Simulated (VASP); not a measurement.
# Ni (Fm-3m) in VASP: single point with LDA

Aim: the single point of Ni with LDA.

All numbers are computed with VASP 6.6.1; they aren't measurements. Logs are shortened: lines on timing, memory, paths and dates and some standing lists are left out, and cuts for length are marked.

## 1. The cell of the first run

The structure is cubic, space group Fm-3m (No. 225). Conventional cell: a = 3.421 Å, b = 3.421 Å, c = 3.421 Å, α = 90.00°, β = 90.00°, γ = 90.00°. Ni (site symmetry m-3m) has 12 Ni at 2.42 Å within 3.2 Å.

## 2. Single point, LDA

INCAR reads:

```
ALGO = Normal
EDIFF = 1E-7
ENCUT = 520
ISIF = 2
ISMEAR = -1
LASPH = T
LCHARG = F
LREAL = F
LWAVE = F
NBANDS = 11
NELM = 100
PREC = Accurate
SIGMA = 0.13605693000000002
```

KPOINTS reads:

```
k-points
0
Gamma
  16 16 16
```

POSCAR reads:

```
Ni
1.0
    0.0000000000      1.7104318187      1.7104318187
    1.7104318187      0.0000000000      1.7104318187
    1.7104318187      1.7104318187      0.0000000000
Ni
1
Direct
    0.0000000000      0.0000000000      0.0000000000
```

Potentials or basis: VASP PAW LDA potentials, release 64 (Ni).

The run is started by

```bash
> cat potpaw_LDA.64/Ni/POTCAR > POTCAR
> mpirun -np 1 vasp_std > vasp.out
```

OUTCAR:

```text
EDIFF = 1E-7
   ENCUT = 520
   ISIF = 2
   ISMEAR = -1
   LASPH = T
   LREAL = F
   NELM = 100
   PREC = Accurate

 ion  position               nearest neighbor table
   1  0.000  0.000  0.000-

  LATTYP: Found a face centered cubic cell.
 ALAT       =     3.4208636374

  Lattice vectors:

 A1 = (   0.0000000000,   1.7104318187,   1.7104318187)
 A2 = (   1.7104318187,   0.0000000000,   1.7104318187)
 A3 = (   1.7104318187,   1.7104318187,   0.0000000000)

Analysis of symmetry for initial positions (statically):
=====================================================================
 Subroutine PRICEL returns:
 Original cell was already a primitive cell.

 Routine SETGRP: Setting up the symmetry group for a
 face centered cubic supercell.

 Subroutine GETGRP returns: Found 48 space group operations
 (whereof 48 operations were pure point group operations)
 out of a pool of 48 trial point group operations.

The static configuration has the point symmetry O_h .

Analysis of symmetry for dynamics (positions and initial velocities):
=====================================================================
 Subroutine PRICEL returns:
 Original cell was already a primitive cell.

 Routine SETGRP: Setting up the symmetry group for a
 face centered cubic supercell.

 Subroutine GETGRP returns: Found 48 space group operations
 (whereof 48 operations were pure point group operations)
 out of a pool of 48 trial point group operations.

The dynamic configuration has the point symmetry O_h .

 Subroutine INISYM returns: Found 48 space group operations
 (whereof 48 operations are pure point group operations),
 and found     1 'primitive' translations

----------------------------------------------------------------------------------------

                                     Primitive cell

  volume of cell :      10.0080

  direct lattice vectors                    reciprocal lattice vectors
     0.000000000  1.710431819  1.710431819    -0.292323842  0.292323842  0.292323842
     1.710431819  0.000000000  1.710431819     0.292323842 -0.292323842  0.292323842
     1.710431819  1.710431819  0.000000000     0.292323842  0.292323842 -0.292323842

  length of vectors
     2.418915876  2.418915876  2.418915876     0.506319746  0.506319746  0.506319746

  position of ions in fractional coordinates (direct lattice)
     0.000000000  0.000000000  0.000000000

  ion indices of the primitive-cell ions
   primitive index   ion index
                 1           1
[... 73 lines left out ...]
   LREAL  =      F    real-space projection
   EDIFFG = 0.1E-05   stopping-criterion for IOM
   NSW    =      0    number of steps for IOM
   IBRION =     -1    ionic relax: 0-MD 1-quasi-New 2-CG
   NFREE  =      0    steps in history (QN), initial steepest desc. (CG)
   ISIF   =      2    stress and relaxation
   ISYM   =      2    0-nonsym 1-usesym 2-fastsym
   POTIM  = 0.5000    time-step for ionic-motion
   TEBEG  =    0.0;   TEEND  =   0.0 temperature during run
   PSTRESS=    0.0 pullay stress
   NELECT =      10.0000    total number of electrons
   NUPDOWN=      -1.0000    fix difference up-down
   EMIN   =  10.00;   EMAX   =-10.00  energy-range for DOS
   EFERMI =   0.00;   METHOD = LEGACY
   ISMEAR =    -1;   SIGMA  =   0.14  broadening in eV -4-tet -1-fermi 0-gaus
   EFERMI_NEDOS =   21; number of points for ismear=-14 and -15
   IALGO  =     38    algorithm
   IMIX   =      4    mixing-type and parameters
     AMIX     =   0.40;   BMIX     =  1.00
     AMIX_MAG =   1.60;   BMIX_MAG =  1.00
  volume/ion in A,a.u.               =      10.01        67.54
  Fermi-wavevector in a.u.,A,eV,Ry     =   1.636662  3.092843 36.445427  2.678663
  Thomas-Fermi vector in A             =   2.727931
   LORBIT       =      0    0 simple, 1 ext, 2 COOP (PROOUT), +10 PAW based schemes
   GGA     = CA    functional components
   LHFCALC =     F    Hartree Fock is set to
   AEXX    =    0.0000 exact exchange contribution
   IVDW    =     0    specifies the selected vdW correction
   LEPSILON=     F    determine dielectric tensor
   LRPA    =     F    only Hartree local field effects (RPA)
 non-spin polarized calculation
  energy-cutoff  :      520.00
  volume of cell :       10.01
 maximum number of plane-waves:       290
 NGX is ok and might be reduce to    18
   NGX =  9   NGY =  9   NGZ =  9

 number of electron      10.0000000 magnetization

 number of electron       9.9999991 magnetization

 Free energy of the ion-electron system (eV)
  ---------------------------------------------------
  ext. energy  EPLUGINS =         0.00000000
  ---------------------------------------------------
  free energy    TOTEN  =        -6.62260284 eV

  energy without entropy =       -6.48799612  energy(sigma->0) =       -6.55529948

 E-fermi :  10.1731     XC(G=0): -14.1150

 val. band max:       10.1661227465   @ k =  -0.4375   0.3750   0.0000
 cond. band min:      10.1797409127   @ k =   0.5000   0.2500   0.0000
 fundamental gap:      0.0136181662
 Fermi energy:        10.1730591265

 k-point     1 :       0.0000    0.0000    0.0000
  band No.  band energies     occupation
      1       0.7153      2.00000
      2       8.0129      2.00000
      3       8.0129      2.00000
      4       8.0129      2.00000
      5       9.2867      1.99704
      6       9.2867      1.99704
      7      34.7435      0.00000
      8      39.1955      0.00000
      9      39.1955      0.00000
     10      39.1955      0.00000
     11      42.5370      0.00000
[... 309 lines left out ...]
 k-point    24 :      -0.0625    0.0625    0.0000
  band No.  band energies     occupation
      1       1.1463      2.00000
      2       7.8782      2.00000
      3       8.1097      2.00000
      4       8.1290      2.00000
      5       9.1867      1.99858
      6       9.3041      1.99664
      7      33.6028      0.00000
      8      35.5553      0.00000
      9      37.8403      0.00000
     10      39.8062      0.00000
     11      42.5969      0.00000

 [... further k-points ...]
[... 5 lines left out ...]
  --------------------------------------------------------------------------------------
  -------------------------------------------------------------------------------------
  Total        0.0290697      0.0290697      0.0290697      0.0000000     -0.0000000     -0.0000000
  in kB        4.6537633      4.6537633      4.6537633      0.0000000     -0.0000000     -0.0000000
  external PRESSURE =       4.6537633 kB  Pullay stress =       0.0000000 kB

 VOLUME and BASIS-vectors are now :
 -----------------------------------------------------------------------------
  energy-cutoff  :      520.00
  volume of cell :       10.01
      direct lattice vectors                 reciprocal lattice vectors
     0.000000000  1.710431819  1.710431819    -0.292323842  0.292323842  0.292323842
     1.710431819  0.000000000  1.710431819     0.292323842 -0.292323842  0.292323842
     1.710431819  1.710431819  0.000000000     0.292323842  0.292323842 -0.292323842

 POSITION                                       TOTAL-FORCE (eV/Angst)
 -----------------------------------------------------------------------------------
      0.00000      0.00000      0.00000         0.000000      0.000000     -0.000000
 -----------------------------------------------------------------------------------
    total drift:                                0.000000      0.000000     -0.000000

  FREE ENERGIE OF THE ION-ELECTRON SYSTEM (eV)
  ---------------------------------------------------
  free  energy   TOTEN  =        -6.6226028416 eV

  energy  without entropy=       -6.4879961178  energy(sigma->0) =       -6.55529948
```

Wall time 27 s (1 thread of Intel Xeon 8259CL, shared host); peak memory 0.12 GiB.

What came out:

- Free energy: -6.6226 eV
- Pressure: 0.5 GPa
- Band gap on the k mesh: zero (band 5 reaches 10.32 eV, above the bottom of band 6 at 9.24 eV)

Caveat: the run has no spin polarisation, though such a crystal can be magnetic. Spin polarisation is off, so any magnetic state and its effect on volume and gap are missing.
